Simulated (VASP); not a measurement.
# Rh (Fm-3m) in VASP: further runs

The runs below take Rh through single point, with r2SCAN.

All numbers are computed with VASP 6.6.1; they aren't measurements. Logs are shortened: lines on timing, memory, paths and dates and some standing lists are left out, and cuts for length are marked.

### 1 The cell of the first run

It takes space group Fm-3m (No. 225, cubic). Conventional cell: a = 3.802 Å, b = 3.802 Å, c = 3.802 Å, α = 90.00°, β = 90.00°, γ = 90.00°. Rh (site symmetry m-3m) has 12 Rh at 2.69 Å within 3.5 Å.

### 2 Single point, r2SCAN

POSCAR reads:

```
Rh
1.0
    0.0000000000      1.9008071574      1.9008071574
    1.9008071574      0.0000000000      1.9008071574
    1.9008071574      1.9008071574      0.0000000000
Rh
1
Direct
    0.0000000000      0.0000000000      0.0000000000
```

INCAR.step1 reads:

```
SYSTEM = Rh
PREC = Accurate ; ENCUT = 520
ISMEAR = 0 ; SIGMA = 0.1
LREAL = .FALSE. ; LASPH = .TRUE.
NELM = 60 ; NBANDS = 14
GGA = PE ; ALGO = Normal
EDIFF = 1E-4 ; LWAVE = .TRUE.
LCHARG = .FALSE.
```

INCAR.step2 reads:

```
SYSTEM = Rh
PREC = Accurate ; ENCUT = 520
EDIFF = 1E-6 ; ISMEAR = 0
SIGMA = 0.1 ; LREAL = .FALSE.
LASPH = .TRUE. ; NELM = 60
ALGO = Normal ; ISIF = 2
LWAVE = .FALSE. ; LCHARG = .TRUE.
METAGGA = R2SCAN ; LMIXTAU = .TRUE.
LELF = .TRUE. ; LVHAR = .TRUE.
NBANDS = 14 ; ISTART = 1
```

KPOINTS reads:

```
regular mesh
0
G
  14 14 14
  0 0 0
```

Potentials or basis: VASP PAW PBE potentials, release 64 (Rh_pv).

Run with:

```
$ cat potpaw_PBE.64/Rh_pv/POTCAR > POTCAR
$ cp INCAR.step1 INCAR
$ mpirun -np 1 vasp_std > vasp.out
$ cp INCAR.step2 INCAR
$ mpirun -np 1 vasp_std > vasp.out
```

OUTCAR:

```text
SYSTEM = Rh
   PREC = Accurate
   ENCUT = 520
   EDIFF = 1E-6
   ISMEAR = 0
   LREAL = .FALSE.
   LASPH = .TRUE.
   NELM = 60
   ISIF = 2
   METAGGA = R2SCAN
   ISTART = 1

 ion  position               nearest neighbor table
   1  0.000  0.000  0.000-

  LATTYP: Found a face centered cubic cell.
 ALAT       =     3.8016143148

  Lattice vectors:

 A1 = (   0.0000000000,   1.9008071574,   1.9008071574)
 A2 = (   1.9008071574,   0.0000000000,   1.9008071574)
 A3 = (   1.9008071574,   1.9008071574,   0.0000000000)

Analysis of symmetry for initial positions (statically):
=====================================================================
 Subroutine PRICEL returns:
 Original cell was already a primitive cell.

 Routine SETGRP: Setting up the symmetry group for a
 face centered cubic supercell.

 Subroutine GETGRP returns: Found 48 space group operations
 (whereof 48 operations were pure point group operations)
 out of a pool of 48 trial point group operations.

The static configuration has the point symmetry O_h .

Analysis of symmetry for dynamics (positions and initial velocities):
=====================================================================
 Subroutine PRICEL returns:
 Original cell was already a primitive cell.

 Routine SETGRP: Setting up the symmetry group for a
 face centered cubic supercell.

 Subroutine GETGRP returns: Found 48 space group operations
 (whereof 48 operations were pure point group operations)
 out of a pool of 48 trial point group operations.

The dynamic configuration has the point symmetry O_h .

 Subroutine INISYM returns: Found 48 space group operations
 (whereof 48 operations are pure point group operations),
 and found     1 'primitive' translations

----------------------------------------------------------------------------------------

                                     Primitive cell

  volume of cell :      13.7355

  direct lattice vectors                    reciprocal lattice vectors
     0.000000000  1.900807157  1.900807157    -0.263046148  0.263046148  0.263046148
     1.900807157  0.000000000  1.900807157     0.263046148 -0.263046148  0.263046148
     1.900807157  1.900807157  0.000000000     0.263046148  0.263046148 -0.263046148

  length of vectors
     2.688147261  2.688147261  2.688147261     0.455609292  0.455609292  0.455609292

  position of ions in fractional coordinates (direct lattice)
     0.000000000  0.000000000  0.000000000

  ion indices of the primitive-cell ions
   primitive index   ion index
                 1           1

----------------------------------------------------------------------------------------

 KPOINTS: regular mesh

Automatic generation of k-mesh.
 Grid dimensions read from file:
 generate k-points for:   14   14   14

 Generating k-lattice:

  Cartesian coordinates                     Fractional coordinates (reciprocal lattice)
    -0.018789011  0.018789011  0.018789011     0.071428571  0.000000000  0.000000000
     0.018789011 -0.018789011  0.018789011     0.000000000  0.071428571  0.000000000
     0.018789011  0.018789011 -0.018789011     0.000000000  0.000000000  0.071428571

  Length of vectors
     0.032543521  0.032543521  0.032543521

  Shift w.r.t. Gamma in fractional coordinates (k-lattice)
     0.000000000  0.000000000  0.000000000

 Subroutine IBZKPT returns following result:
 ===========================================

 Found    104 irreducible k-points:

 Following reciprocal coordinates:
            Coordinates               Weight
  0.000000  0.000000  0.000000      1.000000
  0.071429  0.000000  0.000000      8.000000
  0.142857  0.000000  0.000000      8.000000
  0.214286  0.000000  0.000000      8.000000
  0.285714  0.000000  0.000000      8.000000
  0.357143  0.000000  0.000000      8.000000
[... 16 lines left out ...]
  0.214286  0.142857  0.000000     24.000000
  0.285714  0.142857  0.000000     24.000000
 [... further k-points ...]
   k-points           NKPTS =    104   k-points in BZ     NKDIM =    104   number of bands    NBANDS=     14
   number of dos      NEDOS =    301   number of ions     NIONS =      1
   total plane-waves  NPLWV =   8000
   dimension x,y,z NGX =    20 NGY =   20 NGZ =   20
   dimension x,y,z NGXF=    40 NGYF=   40 NGZF=   40
   ions per type =               1
   NGX,Y,Z   is equivalent  to a cutoff of  12.37, 12.37, 12.37 a.u.
   NGXF,Y,Z  is equivalent  to a cutoff of  24.74, 24.74, 24.74 a.u.
 SYSTEM =  Rh
   PREC   = accura    normal or accurate (medium, high low for compatibility)
   ISTART =      1    job   : 0-new  1-cont  2-samecut
   ICHARG =      0    charge: 1-file 2-atom 10-const
   ISPIN  =      1    spin polarized calculation?
   LNONCOLLINEAR =      F non collinear calculations
   LSORBIT =      F    spin-orbit coupling
   LASPH  =      T    aspherical Exc in radial PAW
   ENCUT  =  520.0 eV  38.22 Ry    6.18 a.u.   5.00  5.00  5.00*2*pi/ulx,y,z
   NELM   =     60;   NELMIN=  2; NELMDL=  0     # of ELM steps
   EDIFF  = 0.1E-05   stopping-criterion for ELM
   LREAL  =      F    real-space projection
   EDIFFG = 0.1E-04   stopping-criterion for IOM
   NSW    =      0    number of steps for IOM
   IBRION =     -1    ionic relax: 0-MD 1-quasi-New 2-CG
   NFREE  =      0    steps in history (QN), initial steepest desc. (CG)
   ISIF   =      2    stress and relaxation
   ISYM   =      2    0-nonsym 1-usesym 2-fastsym
   POTIM  = 0.5000    time-step for ionic-motion
   TEBEG  =    0.0;   TEEND  =   0.0 temperature during run
   PSTRESS=    0.0 pullay stress
   NELECT =      15.0000    total number of electrons
   NUPDOWN=      -1.0000    fix difference up-down
   EMIN   =  10.00;   EMAX   =-10.00  energy-range for DOS
   EFERMI =   0.00;   METHOD = LEGACY
   ISMEAR =     0;   SIGMA  =   0.10  broadening in eV -4-tet -1-fermi 0-gaus
   EFERMI_NEDOS =   21; number of points for ismear=-14 and -15
   IALGO  =     38    algorithm
   IMIX   =      4    mixing-type and parameters
     AMIX     =   0.40;   BMIX     =  1.00
     AMIX_MAG =   1.60;   BMIX_MAG =  1.00
  volume/ion in A,a.u.               =      13.74        92.69
  Fermi-wavevector in a.u.,A,eV,Ry     =   1.685869  3.185831 38.669863  2.842155
  Thomas-Fermi vector in A             =   2.768636
   LORBIT       =      0    0 simple, 1 ext, 2 COOP (PROOUT), +10 PAW based schemes
   METAGGA = R2SCAN    functional components
   LHFCALC =     F    Hartree Fock is set to
   AEXX    =    0.0000 exact exchange contribution
   IVDW    =     0    specifies the selected vdW correction
   LEPSILON=     F    determine dielectric tensor
   LRPA    =     F    only Hartree local field effects (RPA)
 non-spin polarized calculation
 Gauss-broadening in eV      SIGMA  =   0.10
  energy-cutoff  :      520.00
  volume of cell :       13.74
 maximum number of plane-waves:       380
   NGX =  9   NGY =  9   NGZ =  9

 number of electron      15.0000007 magnetization

 Free energy of the ion-electron system (eV)
  ---------------------------------------------------
  ext. energy  EPLUGINS =         0.00000000
  ---------------------------------------------------
  free energy    TOTEN  =       -24.14113207 eV

  energy without entropy =      -24.13461622  energy(sigma->0) =      -24.13787414

 E-fermi :  11.7363     XC(G=0): -15.2065

 val. band max:       11.7006900155   @ k =   0.3571   0.0000   0.0000
 cond. band min:      11.7465500550   @ k =  -0.2857   0.3571   0.0714
 fundamental gap:      0.0458600396
 Fermi energy:        11.7362717706

 k-point     1 :       0.0000    0.0000    0.0000
  band No.  band energies     occupation
      1     -36.0206      2.00000
      2     -36.0206      2.00000
      3     -36.0206      2.00000
      4       3.5682      2.00000
      5       8.5848      2.00000
      6       8.5848      2.00000
      7       8.5848      2.00000
      8      10.6901      2.00000
      9      10.6901      2.00000
     10      28.4680      0.00000
     11      29.1750      0.00000
     12      34.2227      0.00000
     13      34.2227      0.00000
     14      34.2227      0.00000

 k-point     2 :       0.0714    0.0000    0.0000
  band No.  band energies     occupation
      1     -36.0612      2.00000
      2     -36.0261      2.00000
      3     -36.0261      2.00000
      4       3.7826      2.00000
      5       8.4912      2.00000
      6       8.6673      2.00000
      7       8.6673      2.00000
      8      10.6454      2.00000
      9      10.6454      2.00000
     10      28.7724      0.00000
     11      29.1747      0.00000
     12      33.1149      0.00000
     13      34.5316      0.00000
     14      34.5316      0.00000

 k-point     3 :       0.1429    0.0000    0.0000
  band No.  band energies     occupation
      1     -36.1739      2.00000
      2     -36.0413      2.00000
      3     -36.0413      2.00000
      4       4.3740      2.00000
      5       8.2927      2.00000
      6       8.8568      2.00000
      7       8.8568      2.00000
      8      10.5808      2.00000
      9      10.5808      2.00000
     10      29.1739      0.00000
     11      29.5013      0.00000
     12      31.0507      0.00000
     13      35.4072      0.00000
     14      35.4072      0.00000

 k-point     4 :       0.2143    0.0000    0.0000
  band No.  band energies     occupation
      1     -36.3347      2.00000
      2     -36.0632      2.00000
      3     -36.0632      2.00000
      4       5.1246      2.00000
      5       8.2692      2.00000
      6       8.9688      2.00000
      7       8.9688      2.00000
      8      10.7004      2.00000
      9      10.7004      2.00000
     10      28.7500      0.00000
     11      29.1761      0.00000
     12      30.1616      0.00000
     13      36.6723      0.00000
     14      36.6723      0.00000

 k-point     5 :       0.2857    0.0000    0.0000
  band No.  band energies     occupation
      1     -36.5103      2.00000
      2     -36.0875      2.00000
      3     -36.0875      2.00000
      4       5.5712      2.00000
      5       8.8729      2.00000
      6       8.8729      2.00000
      7       8.9177      2.00000
      8      11.1302      2.00000
      9      11.1302      2.00000
     10      26.4383      0.00000
     11      29.1747      0.00000
[... 276 lines left out ...]
 k-point    22 :       0.1429    0.1429    0.0000
  band No.  band energies     occupation
      1     -36.1692      2.00000
      2     -36.0757      2.00000
      3     -36.0757      2.00000
      4       4.6469      2.00000
      5       7.8949      2.00000
      6       9.1624      2.00000
      7       9.1624      2.00000
      8      10.0052      2.00000
      9      10.9635      2.00000
     10      29.1743      0.00000
     11      30.0189      0.00000
     12      32.2087      0.00000
     13      33.9838      0.00000
     14      33.9838      0.00000

 k-point    23 :       0.2143    0.1429    0.0000
  band No.  band energies     occupation
      1     -36.2736      2.00000
      2     -36.1031      2.00000
      3     -36.0966      2.00000
      4       5.2583      2.00000
      5       7.6095      2.00000
      6       9.2605      2.00000
      7       9.4261      2.00000
      8      10.0370      2.00000
      9      11.1261      2.00000
     10      29.1740      0.00000
     11      30.5592      0.00000
     12      30.9618      0.00000
     13      33.6946      0.00000
     14      34.2863      0.00000

 k-point    24 :       0.2857    0.1429    0.0000
  band No.  band energies     occupation
      1     -36.4173      2.00000
      2     -36.1303      2.00000
      3     -36.1219      2.00000
      4       5.9032      2.00000
      5       7.5358      2.00000
      6       8.9176      2.00000
      7       9.5174      2.00000
      8      10.8306      2.00000
      9      11.4593      1.99991
     10      28.5079      0.00000
     11      29.1753      0.00000
     12      30.9798      0.00000
     13      33.3682      0.00000
     14      34.6846      0.00000

 [... further k-points ...]
[... 5 lines left out ...]
  --------------------------------------------------------------------------------------
  -------------------------------------------------------------------------------------
  Total        0.0755898      0.0755898      0.0755898      0.0000000      0.0000000      0.0000000
  in kB        8.8171801      8.8171801      8.8171801      0.0000000      0.0000000      0.0000000
  external PRESSURE =       8.8171801 kB  Pullay stress =       0.0000000 kB

 VOLUME and BASIS-vectors are now :
 -----------------------------------------------------------------------------
  energy-cutoff  :      520.00
  volume of cell :       13.74
      direct lattice vectors                 reciprocal lattice vectors
     0.000000000  1.900807157  1.900807157    -0.263046148  0.263046148  0.263046148
     1.900807157  0.000000000  1.900807157     0.263046148 -0.263046148  0.263046148
     1.900807157  1.900807157  0.000000000     0.263046148  0.263046148 -0.263046148

 POSITION                                       TOTAL-FORCE (eV/Angst)
 -----------------------------------------------------------------------------------
      0.00000      0.00000      0.00000        -0.000000      0.000000      0.000000
 -----------------------------------------------------------------------------------
    total drift:                                0.000000      0.000000      0.000000

  FREE ENERGIE OF THE ION-ELECTRON SYSTEM (eV)
  ---------------------------------------------------
  free  energy   TOTEN  =       -24.1411320723 eV

  energy  without entropy=      -24.1346162156  energy(sigma->0) =      -24.13787414
```

Run time: 36 s. Hardware: 1 thread of Intel Xeon Platinum 8559C (Emerald Rapids), shared host; peak memory 0.14 GiB.

Results:

```
Free energy : -24.1411 eV
Pressure    : 0.9 GPa
```

Caveat: the PAW data sets were made with another functional, which shifts forces and pressure a little.

### 3 Single point, r2SCAN

POSCAR is that of step 2.

INCAR.step1 reads:

```
SYSTEM = Rh
ALGO     = Normal         ! electronic algorithm
EDIFF    = 1E-4           ! SCF threshold, eV
ENCUT    = 520            ! plane-wave cutoff, eV
GGA      = PE             ! functional
ISMEAR   = 0              ! smearing method
LASPH    = .TRUE.         ! aspherical terms in the spheres
LCHARG   = .FALSE.        ! write CHGCAR
LREAL    = .FALSE.        ! projectors in reciprocal space
LWAVE    = .TRUE.         ! write WAVECAR
NBANDS   = 14             ! bands
NELM     = 60             ! most SCF steps
PREC     = Accurate       ! precision mode
SIGMA    = 0.2            ! smearing width, eV
```

INCAR.step2 reads:

```
SYSTEM = Rh
ALGO     = Normal         ! electronic algorithm
EDIFF    = 1E-6           ! SCF threshold, eV
ENCUT    = 520            ! plane-wave cutoff, eV
ISIF     = 2              ! what is computed and relaxed
ISMEAR   = 0              ! smearing method
ISTART   = 1            
LASPH    = .TRUE.         ! aspherical terms in the spheres
LCHARG   = .FALSE.        ! write CHGCAR
LMIXTAU  = .TRUE.       
LREAL    = .FALSE.        ! projectors in reciprocal space
LWAVE    = .FALSE.        ! write WAVECAR
METAGGA  = R2SCAN         ! meta-GGA
NBANDS   = 14             ! bands
NELM     = 60             ! most SCF steps
PREC     = Accurate       ! precision mode
SIGMA    = 0.2            ! smearing width, eV
```

KPOINTS reads:

```
k-points
0
G
  14 14 14
  0 0 0
```

Potentials or basis: VASP PAW PBE potentials, release 64 (Rh_pv).

Run with:

```
$ cat potpaw_PBE.64/Rh_pv/POTCAR > POTCAR
$ cp INCAR.step1 INCAR
$ mpirun -np 1 vasp_std > vasp.out
$ cp INCAR.step2 INCAR
$ mpirun -np 1 vasp_std > vasp.out
```

Run time: 35 s. Hardware: 1 thread of Intel Xeon Platinum 8559C (Emerald Rapids), shared host; peak memory 0.14 GiB.

The run converged. Its results:

* Free energy: -24.1499 eV
* Pressure: 1.0 GPa

Levels at points of the mesh, in eV from the Fermi level:
| k point | band 3 | band 4 | band 5 | band 6 | band 7 | band 8 | band 9 | band 10 | band 11 | band 12 |
| --- | --- | --- | --- | --- | --- | --- | --- | --- | --- | --- |
| (0.00, 0.00, 0.00) | -47.77 | -8.19 | -3.17 | -3.17 | -3.17 | -1.06 | -1.06 | 16.71 | 17.42 | 22.47 |
| (0.50, 0.00, 0.00) | -47.88 | -6.34 | -3.28 | -3.28 | 0.60 | 0.60 | 0.90 | 9.10 | 16.27 | 17.42 |
| (0.50, 0.50, 0.00) | -48.06 | -6.55 | -6.18 | 0.52 | 1.06 | 1.06 | 3.49 | 12.89 | 14.01 | 14.01 |

Caveat: the PAW data sets were made with another functional, which shifts forces and pressure a little.

### 4 Single point, r2SCAN

POSCAR is that of step 3.

INCAR.step1 reads:

```
ALGO = Normal
EDIFF = 1E-4
ENCUT = 520
GGA = PE
ISMEAR = 0
LASPH = T
LCHARG = F
LREAL = F
LWAVE = T
NBANDS = 14
NELM = 100
PREC = Accurate
SIGMA = 0.3
```

INCAR.step2 reads:

```
ALGO = Normal
EDIFF = 1E-6
ENCUT = 520
ISIF = 2
ISMEAR = 0
ISTART = 1
LASPH = T
LCHARG = F
LMIXTAU = T
LREAL = F
LWAVE = F
METAGGA = R2SCAN
NBANDS = 14
NELM = 100
PREC = Accurate
SIGMA = 0.3
```

KPOINTS reads:

```
k-points
0
Gamma
  14 14 14
```

Run with:

```
$ cat potpaw_PBE.64/Rh_pv/POTCAR > POTCAR
$ cp INCAR.step1 INCAR
$ mpirun -np 1 vasp_std > vasp.out
$ cp INCAR.step2 INCAR
$ mpirun -np 1 vasp_std > vasp.out
```

Run time: 33 s. Hardware: 1 thread of Intel Xeon Platinum 8559C (Emerald Rapids), shared host; peak memory 0.14 GiB.

It converged, with:

| Item | Value |
| --- | --- |
| Free energy | -24.1648 eV |
| Pressure | 1.4 GPa |

Levels at points of the mesh, in eV from the Fermi level:
| k point | band 4 | band 5 | band 6 | band 7 | band 8 | band 9 | band 10 | band 11 |
| --- | --- | --- | --- | --- | --- | --- | --- | --- |
| (0.00, 0.00, 0.00) | -8.19 | -3.17 | -3.17 | -3.17 | -1.07 | -1.07 | 16.71 | 17.41 |
| (0.50, 0.00, 0.00) | -6.34 | -3.28 | -3.28 | 0.60 | 0.60 | 0.90 | 9.10 | 16.27 |
| (0.50, 0.50, 0.00) | -6.55 | -6.18 | 0.52 | 1.06 | 1.06 | 3.49 | 12.89 | 14.01 |

Caveat: the PAW data sets were made with another functional, which shifts forces and pressure a little.

### 5 Single point, r2SCAN

POSCAR is that of step 4.

INCAR.step1 reads:

```
  ALGO = Normal
  EDIFF = 1E-4
  ENCUT = 520
  GGA = PE
  ISMEAR = 0
  LASPH = T
  LCHARG = F
  LREAL = F
  LWAVE = T
  NBANDS = 14
  NELM = 60
  PREC = Accurate
  SIGMA = 0.6
```

INCAR.step2 reads:

```
  ALGO = Normal
  EDIFF = 1E-6
  ENCUT = 520
  ISIF = 2
  ISMEAR = 0
  ISTART = 1
  LASPH = T
  LCHARG = T
  LELF = T
  LMIXTAU = T
  LREAL = F
  LVHAR = T
  LWAVE = F
  METAGGA = R2SCAN
  NBANDS = 14
  NELM = 60
  PREC = Accurate
  SIGMA = 0.6
```

KPOINTS is that of step 4.

Run with:

```
$ cat potpaw_PBE.64/Rh_pv/POTCAR > POTCAR
$ cp INCAR.step1 INCAR
$ mpirun -np 1 vasp_std > vasp.out
$ cp INCAR.step2 INCAR
$ mpirun -np 1 vasp_std > vasp.out
```

It took 33 s on 1 thread of Intel Xeon Platinum 8559C (Emerald Rapids), shared host; peak memory 0.14 GiB.

It converged, with:

```yaml
Free_energy: -24.2539 eV
Pressure: 3.2 GPa
```

Levels at points of the mesh, in eV from the Fermi level:
```csv
k point,band 3,band 4,band 5,band 6,band 7,band 8,band 9,band 10,band 11,band 12
"(0.00, 0.00, 0.00)",-47.74,-8.16,-3.14,-3.14,-3.14,-1.03,-1.03,16.73,17.44,22.49
"(0.50, 0.00, 0.00)",-47.85,-6.31,-3.25,-3.25,0.63,0.63,0.92,9.13,16.28,17.44
"(0.50, 0.50, 0.00)",-48.03,-6.53,-6.15,0.56,1.09,1.09,3.51,12.91,14.04,14.04
```

Caveat: the PAW data sets were made with another functional, which shifts forces and pressure a little.

### 6 Overview

```csv
smearing,gap on the mesh (eV),pressure (GPa)
gaussian 0.1 eV,none,0.9
gaussian 0.2 eV,none,1.0
gaussian 0.3 eV,none,1.4
gaussian 0.6 eV,none,3.2
```

Alike in all rows: task single point; level r2SCAN; potentials or basis VASP PAW PBE potentials, release 64 (Rh_pv); no spin polarisation; cell as given; k mesh 14 × 14 × 14; cutoff (eV) 520.

Every run on the cell as given and a fine mesh finds a metal.

Caveats: the PAW data sets were made with another functional, which shifts forces and pressure a little.

Absolute energies hang on the potentials; compare differences alone.
